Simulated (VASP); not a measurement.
# MgF2 (P4_2/mnm) in VASP: a series of runs, part 2 of 2

VASP 6.6.1.

**4. Single point, r2SCAN (strain -1.0%)**

POSCAR reads:

```
MgF2
1.0
    4.5757958346      0.0000000000      0.0000000000
    0.0000000000      4.5757958346      0.0000000000
    0.0000000000      0.0000000000      3.0156506419
Mg F
2 4
Direct
    0.0000000000      0.0000000000      0.0000000000
    0.5000000000      0.5000000000      0.5000000000
    0.3023852470      0.3023852470      0.0000000000
    0.1976147530      0.8023852470      0.5000000000
    0.8023852470      0.1976147530      0.5000000000
    0.6976147530      0.6976147530      0.0000000000
```

INCAR.step1 reads:

```
PREC = Accurate
ENCUT = 660
ISMEAR = 0
SIGMA = 0.01
LREAL = F
LASPH = T
NELM = 120
NBANDS = 25
GGA = PE
ALGO = Normal
EDIFF = 1E-5
LWAVE = T
LCHARG = F
GGA_COMPAT = F
```

INCAR.step2 reads:

```
PREC = Accurate
ENCUT = 660
EDIFF = 1E-6
ISMEAR = 0
SIGMA = 0.01
LREAL = F
LASPH = T
NELM = 120
ALGO = Normal
ISIF = 2
LWAVE = F
LCHARG = F
METAGGA = R2SCAN
LMIXTAU = T
NBANDS = 25
ISTART = 1
GGA_COMPAT = F
```

KPOINTS reads:

```
regular mesh
0
Gamma
  6 6 8
```

Potentials or basis: VASP PAW PBE potentials, release 64 (Mg, F).

Run with:

```
> cat potpaw_PBE.64/Mg/POTCAR potpaw_PBE.64/F/POTCAR > POTCAR
> cp INCAR.step1 INCAR
> mpirun -np 1 vasp_std > vasp.out
> cp INCAR.step2 INCAR
> mpirun -np 1 vasp_std > vasp.out
```

OUTCAR:

```text
PREC = Accurate
   ENCUT = 660
   EDIFF = 1E-6
   ISMEAR = 0
   LREAL = F
   LASPH = T
   NELM = 120
   ISIF = 2
   METAGGA = R2SCAN
   ISTART = 1

 ion  position               nearest neighbor table
   1  0.000  0.000  0.000-   3 1.96   6 1.96   5 1.98   4 1.98   4 1.98   5 1.98   2 3.57   2 3.57
                             2 3.57   2 3.57   2 3.57   2 3.57   2 3.57   2 3.57
   2  0.500  0.500  0.500-   4 1.96   5 1.96   3 1.98   6 1.98   3 1.98   6 1.98   1 3.57   1 3.57
                             1 3.57   1 3.57   1 3.57   1 3.57   1 3.57   1 3.57
   3  0.302  0.302  0.000-   1 1.96   2 1.98   2 1.98
   4  0.198  0.802  0.500-   2 1.96   1 1.98   1 1.98
   5  0.802  0.198  0.500-   2 1.96   1 1.98   1 1.98
   6  0.698  0.698  0.000-   1 1.96   2 1.98   2 1.98
[... 883 lines left out ...]
  Total        0.7238062      0.7238062      0.8023094     -0.0000000      0.0000000      0.0000000
  in kB       18.3661686     18.3661686     20.3581417     -0.0000000      0.0000000      0.0000000
  external PRESSURE =      19.0301596 kB  Pullay stress =       0.0000000 kB

 VOLUME and BASIS-vectors are now :
 -----------------------------------------------------------------------------
  energy-cutoff  :      660.00
  volume of cell :       63.14
      direct lattice vectors                 reciprocal lattice vectors
     4.575795835  0.000000000  0.000000000     0.218541219  0.000000000  0.000000000
     0.000000000  4.575795835  0.000000000     0.000000000  0.218541219  0.000000000
     0.000000000  0.000000000  3.015650642     0.000000000  0.000000000  0.331603398

 POSITION                                       TOTAL-FORCE (eV/Angst)
 -----------------------------------------------------------------------------------
      0.00000      0.00000      0.00000         0.000000      0.000000      0.000000
      2.28790      2.28790      1.50783         0.000000      0.000000      0.000000
      1.38365      1.38365      0.00000         0.005534      0.005534      0.000000
      0.90424      3.67155      1.50783        -0.005534      0.005534      0.000000
      3.67155      0.90424      1.50783         0.005534     -0.005534     -0.000000
      3.19214      3.19214      0.00000        -0.005534     -0.005534     -0.000000
 -----------------------------------------------------------------------------------
    total drift:                                0.000000     -0.000000     -0.000000

  FREE ENERGIE OF THE ION-ELECTRON SYSTEM (eV)
  ---------------------------------------------------
  free  energy   TOTEN  =       -43.8487969848 eV

  energy  without entropy=      -43.8487969848  energy(sigma->0) =      -43.84879698
```

OUTCAR.step1:

```text
PREC = Accurate
   ENCUT = 660
   ISMEAR = 0
   LREAL = F
[... 914 lines left out ...]
      1.38365      1.38365      0.00000        -0.017624     -0.017624      0.000000
      0.90424      3.67155      1.50783         0.017624     -0.017624      0.000000
      3.67155      0.90424      1.50783        -0.017624      0.017624     -0.000000
      3.19214      3.19214      0.00000         0.017624      0.017624     -0.000000
 -----------------------------------------------------------------------------------
    total drift:                                0.000000     -0.000000     -0.000000

  FREE ENERGIE OF THE ION-ELECTRON SYSTEM (eV)
  ---------------------------------------------------
  free  energy   TOTEN  =       -31.4503892381 eV

  energy  without entropy=      -31.4503892381  energy(sigma->0) =      -31.45038924
```

OSZICAR.step1:

```text
N       E                     dE             d eps       ncg     rms          rms(c)
DAV:   1     0.203799700797E+03    0.20380E+03   -0.20352E+04  2580   0.146E+03
DAV:   2    -0.239503087070E+02   -0.22775E+03   -0.21861E+03  2980   0.322E+02
DAV:   3    -0.339606345930E+02   -0.10010E+02   -0.99751E+01  3178   0.642E+01
DAV:   4    -0.340181592826E+02   -0.57525E-01   -0.57516E-01  2845   0.546E+00
DAV:   5    -0.340184404933E+02   -0.28121E-03   -0.28121E-03  3047   0.377E-01    0.101E+01
DAV:   6    -0.314004816450E+02    0.26180E+01   -0.79692E+00  2828   0.205E+01    0.296E+00
DAV:   7    -0.314200773635E+02   -0.19596E-01   -0.96949E-02  2654   0.203E+00    0.191E+00
DAV:   8    -0.314498229290E+02   -0.29746E-01   -0.55173E-02  2614   0.234E+00    0.214E-01
DAV:   9    -0.314498556142E+02   -0.32685E-04   -0.11234E-03  3222   0.242E-01    0.849E-02
DAV:  10    -0.314503910682E+02   -0.53545E-03   -0.56800E-04  2600   0.169E-01    0.213E-02
DAV:  11    -0.314503892381E+02    0.18301E-05   -0.99222E-06  2358   0.279E-02
   1 F= -.31450389E+02 E0= -.31450389E+02  d E =-.543447E-64
```

Wall time 3 min (1 thread of Intel Xeon Platinum 8559C (Emerald Rapids), shared host); peak memory 0.27 GiB.

Results:

| Quantity | Value |
| --- | --- |
| Free energy | -43.8488 eV |
| Pressure | 1.9 GPa |
| Largest force | 0.008 eV/Å |
| Band gap on the k mesh | 8.25 eV |

Forces on the atoms (eV/Å):
```
Mg   0.000  0.000  0.000
Mg   0.000  0.000  0.000
F    0.006  0.006  0.000
F   -0.006  0.006  0.000
F    0.006 -0.006  0.000
F   -0.006 -0.006  0.000
```

Caveat: the cell differs from its parent crystal (strain -1.0%); the PAW data sets were made with another functional, which shifts forces and pressure a little.

**5. Single point, r2SCAN**

This run uses another cell than the first one, of 10.85 Å³/atom.

POSCAR reads:

```
MgF2
1.0
    4.6220159946      0.0000000000      0.0000000000
    0.0000000000      4.6220159946      0.0000000000
    0.0000000000      0.0000000000      3.0461117595
Mg F
2 4
Direct
    0.0000000000      0.0000000000      0.0000000000
    0.5000000000      0.5000000000      0.5000000000
    0.3029505751      0.3029505751      0.0000000000
    0.1970494249      0.8029505751      0.5000000000
    0.8029505751      0.1970494249      0.5000000000
    0.6970494249      0.6970494249      0.0000000000
```

INCAR.step1 reads:

```
SYSTEM = MgF2
PREC = Accurate ; ENCUT = 660
ISMEAR = 0 ; SIGMA = 0.01
LREAL = .FALSE. ; LASPH = .TRUE.
NELM = 120 ; NBANDS = 25
GGA = PE ; ALGO = Normal
EDIFF = 1E-5 ; LWAVE = .TRUE.
LCHARG = .FALSE. ; GGA_COMPAT = .FALSE.
```

INCAR.step2 reads:

```
SYSTEM = MgF2
PREC = Accurate ; ENCUT = 660
EDIFF = 1E-6 ; ISMEAR = 0
SIGMA = 0.01 ; LREAL = .FALSE.
LASPH = .TRUE. ; NELM = 120
ALGO = Normal ; ISIF = 2
LWAVE = .FALSE. ; LCHARG = .TRUE.
METAGGA = R2SCAN ; LMIXTAU = .TRUE.
LELF = .TRUE. ; LVHAR = .TRUE.
NBANDS = 25 ; ISTART = 1
GGA_COMPAT = .FALSE.
```

KPOINTS reads:

```
regular mesh
0
G
  6 6 8
  0 0 0
```

Potentials or basis: VASP PAW PBE potentials, release 64 (Mg, F).

Run with:

```
> cat potpaw_PBE.64/Mg/POTCAR potpaw_PBE.64/F/POTCAR > POTCAR
> cp INCAR.step1 INCAR
> mpirun -np 1 vasp_std > vasp.out
> cp INCAR.step2 INCAR
> mpirun -np 1 vasp_std > vasp.out
```

OUTCAR:

```text
SYSTEM = MgF2
   PREC = Accurate
   ENCUT = 660
   EDIFF = 1E-6
   ISMEAR = 0
   LREAL = .FALSE.
   LASPH = .TRUE.
   NELM = 120
   ISIF = 2
   METAGGA = R2SCAN
   ISTART = 1

 ion  position               nearest neighbor table
   1  0.000  0.000  0.000-   3 1.98   6 1.98   5 1.99   4 1.99   4 1.99   5 1.99   2 3.61   2 3.61
                             2 3.61   2 3.61   2 3.61   2 3.61   2 3.61   2 3.61
   2  0.500  0.500  0.500-   4 1.98   5 1.98   3 1.99   6 1.99   3 1.99   6 1.99   1 3.61   1 3.61
                             1 3.61   1 3.61   1 3.61   1 3.61   1 3.61   1 3.61
   3  0.303  0.303  0.000-   1 1.98   2 1.99   2 1.99
[... 885 lines left out ...]
  -------------------------------------------------------------------------------------
  Total       -0.5744842     -0.5744842     -0.6298428      0.0000000      0.0000000      0.0000000
  in kB      -14.1442507    -14.1442507    -15.5072221      0.0000000      0.0000000      0.0000000
  external PRESSURE =     -14.5985745 kB  Pullay stress =       0.0000000 kB

 VOLUME and BASIS-vectors are now :
 -----------------------------------------------------------------------------
  energy-cutoff  :      660.00
  volume of cell :       65.07
      direct lattice vectors                 reciprocal lattice vectors
     4.622015995  0.000000000  0.000000000     0.216355807  0.000000000  0.000000000
     0.000000000  4.622015995  0.000000000     0.000000000  0.216355807  0.000000000
     0.000000000  0.000000000  3.046111760     0.000000000  0.000000000  0.328287364

 POSITION                                       TOTAL-FORCE (eV/Angst)
 -----------------------------------------------------------------------------------
      0.00000      0.00000      0.00000         0.000000      0.000000     -0.000000
      2.31101      2.31101      1.52306         0.000000      0.000000     -0.000000
      1.40024      1.40024      0.00000         0.004805      0.004805      0.000000
      0.91077      3.71125      1.52306        -0.004805      0.004805      0.000000
      3.71125      0.91077      1.52306         0.004805     -0.004805     -0.000000
      3.22177      3.22177      0.00000        -0.004805     -0.004805     -0.000000
 -----------------------------------------------------------------------------------
    total drift:                               -0.000000      0.000000      0.000000

  FREE ENERGIE OF THE ION-ELECTRON SYSTEM (eV)
  ---------------------------------------------------
  free  energy   TOTEN  =       -43.8586378629 eV

  energy  without entropy=      -43.8586378629  energy(sigma->0) =      -43.85863786
```

Run time: 3.1 min. Hardware: 1 thread of Intel Xeon Platinum 8559C (Emerald Rapids), shared host; peak memory 0.27 GiB.

What came out:

* Free energy: -43.8586 eV
* Pressure: -1.5 GPa
* Largest force: 0.007 eV/Å
* Band gap on the k mesh: 8.03 eV

Forces in eV/Å, atoms in the order of the input:
```
Mg   0.000  0.000  0.000
Mg   0.000  0.000  0.000
F    0.005  0.005  0.000
F   -0.005  0.005  0.000
F    0.005 -0.005  0.000
F   -0.005 -0.005  0.000
```

Caveat: the PAW data sets were made with another functional, which shifts forces and pressure a little. A k mesh can miss the band edges.

**6. Overview**

| cell | gap on the mesh (eV) | pressure (GPa) | largest force (eV/Å) |
| --- | --- | --- | --- |
| a = 4.483, b = 4.483, c = 2.955 Å, 6 atoms | 8.71 | 10.2 | 0.01 |
| a = 4.530, b = 4.530, c = 2.985 Å, 6 atoms | 8.48 | 5.8 | 0.01 |
| a = 4.576, b = 4.576, c = 3.016 Å, 6 atoms | 8.25 | 1.9 | 0.01 |
| a = 4.622, b = 4.622, c = 3.046 Å, 6 atoms | 8.03 | -1.5 | 0.01 |

Alike in all rows: task single point; level r2SCAN; potentials or basis VASP PAW PBE potentials, release 64 (Mg, F); no spin polarisation; k mesh 6 × 6 × 8; cutoff (eV) 660; smearing gaussian 0.01 eV.

Caveats: the PAW data sets were made with another functional, which shifts forces and pressure a little; the cell stands under pressure (at least some runs).

Total energies depend on the potentials used, so only differences within one code and one set of settings carry meaning.
